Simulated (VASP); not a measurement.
# Mo6CO in VASP: notebook, part 2 of 2

VASP 6.6.1. The steps go on from the part before.

## Step 3: Single point, PBE

Input file INCAR:

```
SYSTEM = Mo6CO
  PREC = Accurate
  ENCUT = 520
  EDIFF = 1E-6
  ISMEAR = 0
  SIGMA = 0.1
  LREAL = .FALSE.
  LASPH = .TRUE.
  NELM = 80
  ALGO = Normal
  ISIF = 2
  LWAVE = .FALSE.
  LCHARG = .FALSE.
  LDIPOL = .TRUE.
  IDIPOL = 3
  DIPOL = 0.5 0.5 0.334
  GGA = PE
  NBANDS = 57
```

Input file KPOINTS:

```
regular mesh
0
G
  6 6 1
  0 0 0
```

Input file POSCAR:

```
Mo6CO
1.0
    4.4695765303      0.0000000000      0.0000000000
   -2.2347882651      3.8707668194      0.0000000000
    0.0000000000      0.0000000000     22.2595667262
Mo C O
6 1 1
Direct
    0.6666666667      0.3333333333      0.1796980170
    0.3333333333      0.6666666667      0.2206848206
    0.0000000000      0.0000000000      0.2616716241
    0.6666666667      0.3333333333      0.2990464568
    0.3333333333      0.6666666667      0.3355219825
    0.0000000000      0.0000000000      0.3710569405
    0.1666666667      0.3333333333      0.4752817904
    0.1666666667      0.3333333333      0.5273942153
```

Potentials or basis: VASP PAW PBE potentials, release 64 (Mo_sv, C, O).

On the command line:

```sh
$ cat potpaw_PBE.64/Mo_sv/POTCAR potpaw_PBE.64/C/POTCAR potpaw_PBE.64/O/POTCAR > POTCAR
$ mpirun -np 1 vasp_std > vasp.out
```

OUTCAR:

```text
SYSTEM = Mo6CO
   PREC = Accurate
   ENCUT = 520
   EDIFF = 1E-6
   ISMEAR = 0
   LREAL = .FALSE.
   LASPH = .TRUE.
   NELM = 80
   ISIF = 2
   GGA = PE

 ion  position               nearest neighbor table
   1  0.667  0.333  0.180-   4 2.66   2 2.74   2 2.74   2 2.74   3 3.16   3 3.16   3 3.16
   2  0.333  0.667  0.221-   5 2.56   3 2.74   3 2.74   3 2.74   1 2.74   1 2.74   1 2.74   4 3.11
                             4 3.11   4 3.11
   3  0.000  0.000  0.262-   6 2.43   4 2.71   4 2.71   4 2.71   2 2.74   2 2.74   2 2.74   5 3.06
                             5 3.06   5 3.06   1 3.16   1 3.16   1 3.16
   4  0.667  0.333  0.299-   1 2.66   5 2.71   5 2.71   5 2.71   3 2.71   3 2.71   3 2.71   6 3.04
                             6 3.04   6 3.04   2 3.11   2 3.11   2 3.11
   5  0.333  0.667  0.336-   2 2.56   6 2.70   6 2.70   6 2.70   4 2.71   4 2.71   4 2.71   3 3.06
                             3 3.06   3 3.06
   6  0.000  0.000  0.371-   3 2.43   7 2.65   5 2.70   5 2.70   5 2.70   4 3.04   4 3.04   4 3.04

   7  0.167  0.333  0.475-   8 1.16   6 2.65
   8  0.167  0.333  0.527-   7 1.16

  LATTYP: Found a hexagonal cell.
 ALAT       =     4.4695765303
 C/A-ratio  =     4.9802406504

  Lattice vectors:

 A1 = (   4.4695765303,   0.0000000000,   0.0000000000)
 A2 = (  -2.2347882651,   3.8707668194,   0.0000000000)
 A3 = (   0.0000000000,   0.0000000000,  22.2595667262)

Analysis of symmetry for initial positions (statically):
=====================================================================
 Subroutine PRICEL returns:
 Original cell was already a primitive cell.

 Routine SETGRP: Setting up the symmetry group for a
 hexagonal supercell.

 Subroutine GETGRP returns: Found  2 space group operations
 (whereof  2 operations were pure point group operations)
 out of a pool of 24 trial point group operations.

The static configuration has the point symmetry C_1h.

Analysis of symmetry for dynamics (positions and initial velocities):
=====================================================================
 Subroutine PRICEL returns:
 Original cell was already a primitive cell.

[... 143 lines left out ...]
 NGX is ok and might be reduce to    36
   NGX = 17   NGY = 17   NGZ = 83

 dipolmoment           0.000000      0.000000     -0.002486 electrons x Angstroem

 number of electron      94.0000010 magnetization

 dipolmoment           0.000000      0.000000      0.103921 electrons x Angstroem

 Free energy of the ion-electron system (eV)
  ---------------------------------------------------
  ext. energy  EPLUGINS =         0.00000000
  ---------------------------------------------------
  free energy    TOTEN  =       -74.04011264 eV

  energy without entropy =      -73.99490702  energy(sigma->0) =      -74.01750983

 E-fermi :   0.4933     XC(G=0):  -4.9251

 val. band max:        0.4695886359   @ k =  -0.3333   0.1667   0.0000
 cond. band min:       0.4956297602   @ k =   0.0000   0.5000   0.0000
 fundamental gap:      0.0260411242
 Fermi energy:         0.4932782359

 k-point     1 :       0.0000    0.0000    0.0000
  band No.  band energies     occupation
      1     -60.6708      2.00000
      2     -60.4310      2.00000
      3     -60.3882      2.00000
      4     -60.3711      2.00000
      5     -60.2205      2.00000
      6     -60.1717      2.00000
[... 769 lines left out ...]
     56       2.0956      0.00000
     57       2.3767      0.00000

------------------------ aborting loop because EDIFF is reached ----------------------------------------

 vacuum level on the upper side and lower side of the slab       (xc-potential included)         0.371        -0.689

  FORCE on cell =-STRESS in cart. coord.  units (eV):
  Direction    XX          YY          ZZ          XY          YZ          ZX
  --------------------------------------------------------------------------------------
  -------------------------------------------------------------------------------------
  Total       -5.1836584     -6.0096333     -4.0596144     -0.0000000     -1.2167279     -0.0000000
  in kB      -21.5658642    -25.0022134    -16.8894409     -0.0000000     -5.0620212     -0.0000000
  external PRESSURE =     -21.1525061 kB  Pullay stress =       0.0000000 kB

 VOLUME and BASIS-vectors are now :
 -----------------------------------------------------------------------------
  energy-cutoff  :      520.00
  volume of cell :      385.11
      direct lattice vectors                 reciprocal lattice vectors
     4.469576530  0.000000000  0.000000000     0.223734842  0.129173371  0.000000000
    -2.234788265  3.870766819  0.000000000     0.000000000  0.258346743  0.000000000
     0.000000000  0.000000000 22.259566726     0.000000000  0.000000000  0.044924504

 POSITION                                       TOTAL-FORCE (eV/Angst)
 -----------------------------------------------------------------------------------
      2.23479      1.29026      4.00000        -0.000000     -0.083894      1.518407
     -0.00000      2.58051      4.91235        -0.000000     -0.004763     -0.215530
      0.00000      0.00000      5.82470         0.000000      0.016473     -1.793893
      2.23479      1.29026      6.65664         0.000000      0.182977     -0.500498
     -0.00000      2.58051      7.46857         0.000000      0.197077      0.312284
      0.00000      0.00000      8.25957         0.000000      0.334670      1.691686
      0.00000      1.29026     10.57957        -0.000000     -0.978760     -0.316695
      0.00000      1.29026     11.73957         0.000000      0.336222     -0.695761
 -----------------------------------------------------------------------------------
    total drift:                               -0.000001     -0.000014      0.000631

  FREE ENERGIE OF THE ION-ELECTRON SYSTEM (eV)
  ---------------------------------------------------
  free  energy   TOTEN  =       -74.0401126421 eV

  energy  without entropy=      -73.9949070200  energy(sigma->0) =      -74.01750983

 vacuum level on the upper side and lower side of the slab         4.942         3.853
```

OSZICAR:

```text
N       E                     dE             d eps       ncg     rms          rms(c)
DAV:   1     0.883314790922E+03    0.88331E+03   -0.57749E+04  2010   0.144E+03
DAV:   2    -0.350451202794E+02   -0.91836E+03   -0.89435E+03  1734   0.407E+02
DAV:   3    -0.786836445414E+02   -0.43639E+02   -0.42270E+02  1848   0.756E+01
[... 21 lines left out ...]
DAV:  25    -0.740400573216E+02   -0.36762E-04   -0.20269E-05  1564   0.191E-02    0.655E-03
DAV:  26    -0.740400925845E+02   -0.35263E-04   -0.45463E-06  1444   0.784E-03    0.333E-03
DAV:  27    -0.740401007456E+02   -0.81610E-05   -0.13085E-06  1212   0.359E-03    0.137E-03
DAV:  28    -0.740401087993E+02   -0.80537E-05   -0.79670E-07  1220   0.216E-03    0.656E-04
DAV:  29    -0.740401118411E+02   -0.30419E-05   -0.23641E-07  1116   0.160E-03    0.396E-04
DAV:  30    -0.740401126421E+02   -0.80100E-06   -0.65963E-08   996   0.807E-04
   1 F= -.74040113E+02 E0= -.74017510E+02  d E =-.452056E-01
```

stdout:

```text
POSCAR found type information on POSCAR MoC O
 POSCAR found :  3 types and       8 ions
 scaLAPACK will be used
 LDA part: xc-table for (Slater+PW92), standard interpolation
 POSCAR, INCAR and KPOINTS ok, starting setup
 FFT: planning ... GRIDC
 FFT: planning ... GRID_SOFT
 FFT: planning ... GRID
 WAVECAR not read
 entering main loop
```

It took 6.6 min on 1 thread of Intel Xeon 6975P-C (Granite Rapids), shared host; peak memory 0.63 GiB.

What came out:

* Free energy: -74.0401 eV
* Largest force: 1.794 eV/Å
* Band gap on the k mesh: 0.01 eV (least direct gap 0.04 eV)

Forces on the atoms (eV/Å):
```
Mo   0.000 -0.084  1.518
Mo   0.000 -0.005 -0.216
Mo   0.000  0.016 -1.794
Mo   0.000  0.183 -0.500
Mo   0.000  0.197  0.312
Mo   0.000  0.335  1.692
C    0.000 -0.979 -0.317
O    0.000  0.336 -0.696
```

Caveat: the smearing spreads over this small gap; semilocal functionals underestimate gaps, and a narrow one can read as zero.
